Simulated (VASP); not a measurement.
# HfC (Fm-3m) in VASP: further runs, part 2 of 2

VASP 6.6.1. The steps go on from the part before.

### 3 Single point, PBEsol+D4

Contents of INCAR:

```
SYSTEM = HfC
  ALGO = Normal
  EDIFF = 1E-6
  ENCUT = 520
  GGA = PS
  ISIF = 2
  ISMEAR = -1
  IVDW = 13
  LASPH = .TRUE.
  LCHARG = .TRUE.
  LELF = .TRUE.
  LREAL = .FALSE.
  LVHAR = .TRUE.
  LWAVE = .FALSE.
  NBANDS = 14
  NELM = 100
  PREC = Accurate
  SIGMA = 0.05
```

Contents of KPOINTS:

```
k-points
0
G
  4 4 4
  0 0 0
```

Contents of POSCAR:

```
HfC
1.0
    0.0000000000      2.3250000000      2.3250000000
    2.3250000000      0.0000000000      2.3250000000
    2.3250000000      2.3250000000      0.0000000000
Hf C
1 1
Direct
    0.5000000000      0.5000000000      0.5000000000
    0.0000000000      0.0000000000      0.0000000000
```

Potentials or basis: VASP PAW PBE potentials, release 64 (Hf_pv, C).

Started as:

```
> cat potpaw_PBE.64/Hf_pv/POTCAR potpaw_PBE.64/C/POTCAR > POTCAR
> mpirun -np 1 vasp_std > vasp.out
```

OUTCAR:

```text
SYSTEM = HfC
   EDIFF = 1E-6
   ENCUT = 520
   GGA = PS
   ISIF = 2
   ISMEAR = -1
   IVDW = 13
   LASPH = .TRUE.
   LREAL = .FALSE.
   NELM = 100
   PREC = Accurate

 ion  position               nearest neighbor table
   1  0.500  0.500  0.500-   2 2.33   2 2.33   2 2.33   2 2.33   2 2.33   2 2.33
   2  0.000  0.000  0.000-   1 2.33   1 2.33   1 2.33   1 2.33   1 2.33   1 2.33

  LATTYP: Found a face centered cubic cell.
 ALAT       =     4.6500000000

  Lattice vectors:

 A1 = (   0.0000000000,   2.3250000000,   2.3250000000)
 A2 = (   2.3250000000,   0.0000000000,   2.3250000000)
 A3 = (   2.3250000000,   2.3250000000,   0.0000000000)

Analysis of symmetry for initial positions (statically):
=====================================================================
 Subroutine PRICEL returns:
 Original cell was already a primitive cell.

 Routine SETGRP: Setting up the symmetry group for a
 face centered cubic supercell.

 Subroutine GETGRP returns: Found 48 space group operations
 (whereof 48 operations were pure point group operations)
 out of a pool of 48 trial point group operations.

The static configuration has the point symmetry O_h .

[... 158 lines left out ...]
      8       7.1711      0.00000
      9       7.1711      0.00000
     10       7.1711      0.00000
     11       9.1873      0.00000
     12       9.1873      0.00000
     13      12.5920      0.00000
     14      16.7612      0.00000
[... 105 lines left out ...]
      1     -24.0699      2.00000
      2     -24.0699      2.00000
      3     -23.8969      2.00000
      4      -3.8622      2.00000
      5       2.7616      2.00000
      6       3.0683      2.00000
      7       3.0683      2.00000
      8       9.4467      0.00000
      9       9.4467      0.00000
     10      12.5757      0.00000
     11      12.8454      0.00000
     12      14.0878      0.00000
     13      18.9101      0.00000
     14      19.7166      0.00000

------------------------ aborting loop because EDIFF is reached ----------------------------------------

  DFT-D4 for vdW energy calculation

  Edisp (eV):   -0.28775

  FORCE on cell =-STRESS in cart. coord.  units (eV):
  Direction    XX          YY          ZZ          XY          YZ          ZX
  --------------------------------------------------------------------------------------
  -------------------------------------------------------------------------------------
  Total      -1.58956    -1.58956    -1.58956     0.00000     0.00000    -0.00000
  in kB    -101.31868  -101.31868  -101.31868     0.00000     0.00000    -0.00000
  external pressure =     -101.32 kB  Pullay stress =        0.00 kB

 VOLUME and BASIS-vectors are now :
 -----------------------------------------------------------------------------
  energy-cutoff  :      520.00
  volume of cell :       25.14
      direct lattice vectors                 reciprocal lattice vectors
     0.000000000  2.325000000  2.325000000    -0.215053763  0.215053763  0.215053763
     2.325000000  0.000000000  2.325000000     0.215053763 -0.215053763  0.215053763
     2.325000000  2.325000000  0.000000000     0.215053763  0.215053763 -0.215053763

 POSITION                                       TOTAL-FORCE (eV/Angst)
 -----------------------------------------------------------------------------------
      2.32500      2.32500      2.32500        -0.000000      0.000000      0.000000
      0.00000      0.00000      0.00000         0.000000     -0.000000     -0.000000
 -----------------------------------------------------------------------------------
    total drift:                                0.000000     -0.000000      0.000000

  FREE ENERGIE OF THE ION-ELECTRON SYSTEM (eV)
  ---------------------------------------------------
  free  energy   TOTEN  =       -22.4006516959 eV

  energy  without entropy=      -22.3960886481  energy(sigma->0) =      -22.39837017
```

stdout:

```text
POSCAR found type information on POSCAR HfC
 POSCAR found :  2 types and       2 ions
 scaLAPACK will be used
 -----------------------------------------------------------------------------
|                                                                             |
|                                                                             |
|     You enforced a specific xc type in the INCAR file but a different       |
|     I HOPE YOU KNOW WHAT YOU ARE DOING!                                     |
|                                                                             |
 -----------------------------------------------------------------------------

 LDA part: xc-table for (Slater+PW92), standard interpolation
 POSCAR, INCAR and KPOINTS ok, starting setup
 FFT: planning ... GRIDC
 FFT: planning ... GRID_SOFT
 FFT: planning ... GRID
 WAVECAR not read
 entering main loop
```

Wall time 4.7 s (1 thread of Intel Xeon Platinum 8488C (Sapphire Rapids), shared host); peak memory 0.14 GiB.

What came out:

* Free energy: -22.4007 eV
* Pressure: -10.1 GPa
* Band gap on the k mesh: zero (band 7 reaches 6.75 eV, above the bottom of band 8 at 5.34 eV)
* Dispersion energy per atom: -0.144 eV

Caveat: the k points lie up to 0.59 Å⁻¹ apart; the PAW data sets were made with another functional, which shifts forces and pressure a little; spin-orbit coupling is left out, which moves the levels of the heavy elements; pairwise dispersion overbinds metals, which lowers pressure and volume.

### 4 Single point, PBEsol+D4

Contents of INCAR:

```
SYSTEM = HfC
  PREC = Accurate
  ENCUT = 520
  EDIFF = 1E-7
  ISMEAR = -1
  SIGMA = 0.05
  LREAL = .FALSE.
  LASPH = .TRUE.
  NELM = 80
  ALGO = Normal
  ISIF = 2
  LWAVE = .FALSE.
  LCHARG = .FALSE.
  GGA = PS
  IVDW = 13
  NBANDS = 14
```

Contents of KPOINTS:

```
Automatic mesh
0
G
  6 6 6
  0 0 0
```

POSCAR is that of step 3.

Started as:

```
> cat potpaw_PBE.64/Hf_pv/POTCAR potpaw_PBE.64/C/POTCAR > POTCAR
> mpirun -np 1 vasp_std > vasp.out
```

Run time: 7.8 s. Hardware: 1 thread of Intel Xeon Platinum 8488C (Sapphire Rapids), shared host; peak memory 0.14 GiB.

The run converged. Its results:

```
Free energy                : -22.4552 eV
Pressure                   : -8.8 GPa
Band gap on the k mesh     : zero (band 7 reaches 6.85 eV, above the bottom of band 8 at 5.47 eV)
Dispersion energy per atom : -0.144 eV
```

Levels at points of the mesh, in eV from the Fermi level:
```tsv
k point	band 4	band 5	band 6	band 7	band 8	band 9	band 10	band 11
(0.00, 0.00, 0.00)	-12.16	1.16	1.16	1.16	1.47	1.47	1.47	3.49
(0.50, 0.00, 0.00)	-8.35	-6.05	-2.86	-2.86	5.41	5.41	5.89	6.64
(0.50, 0.50, 0.00)	-10.23	-2.46	-1.71	0.06	0.06	5.42	6.84	6.84
```

Caveat: the k points lie up to 0.39 Å⁻¹ apart; the PAW data sets were made with another functional, which shifts forces and pressure a little; spin-orbit coupling is left out, which moves the levels of the heavy elements; pairwise dispersion overbinds metals, which lowers pressure and volume.

### 5 Single point, PBEsol+D4

Contents of INCAR:

```
ALGO = Normal
EDIFF = 1E-6
ENCUT = 520
GGA = PS
ISIF = 2
ISMEAR = -1
IVDW = 13
LASPH = True
LCHARG = False
LREAL = False
LWAVE = False
NBANDS = 14
NELM = 100
PREC = Accurate
SIGMA = 0.05
```

Contents of KPOINTS:

```
k-points
0
Gamma
  8 8 8
```

POSCAR is that of step 4.

Started as:

```
> cat potpaw_PBE.64/Hf_pv/POTCAR potpaw_PBE.64/C/POTCAR > POTCAR
> mpirun -np 1 vasp_std > vasp.out
```

Wall time 7.6 s (1 thread of Intel Xeon Platinum 8488C (Sapphire Rapids), shared host); peak memory 0.14 GiB.

The run converged. Its results:

```
Free energy                : -22.4645 eV
Pressure                   : -8.9 GPa
Band gap on the k mesh     : zero (band 7 reaches 6.84 eV, above the bottom of band 8 at 5.39 eV)
Dispersion energy per atom : -0.144 eV
```

Levels at points of the mesh, in eV from the Fermi level:
```tsv
k point	band 3	band 4	band 5	band 6	band 7	band 8	band 9	band 10	band 11	band 12
(0.00, 0.00, 0.00)	-29.43	-12.22	1.10	1.10	1.10	1.41	1.41	1.41	3.43	3.43
(0.50, 0.00, 0.00)	-29.50	-8.42	-6.10	-2.92	-2.92	5.36	5.36	5.83	6.58	11.49
(0.50, 0.50, 0.00)	-29.67	-10.29	-2.52	-1.76	-0.01	-0.01	5.37	6.79	6.79	8.41
```

Caveat: the PAW data sets were made with another functional, which shifts forces and pressure a little; spin-orbit coupling is left out, which moves the levels of the heavy elements; pairwise dispersion overbinds metals, which lowers pressure and volume.

### 6 Summary

```csv
k mesh,gap on the mesh (eV),pressure (GPa)
3 × 3 × 3,none,-8.9
4 × 4 × 4,none,-10.1
6 × 6 × 6,none,-8.8
8 × 8 × 8,none,-8.9
```

Alike in all rows: task single point; level PBEsol+D4; potentials or basis VASP PAW PBE potentials, release 64 (Hf_pv, C); no spin polarisation; cell as given; cutoff (eV) 520; smearing fermi-dirac 0.05 eV.

Caveats: some runs use coarse meshes; the PAW data sets were made with another functional, which shifts forces and pressure a little; spin-orbit coupling is left out, which moves the levels of the heavy elements; pairwise dispersion overbinds metals, which lowers pressure and volume.

Total energies depend on the potentials used, so only differences within one code and one set of settings carry meaning.
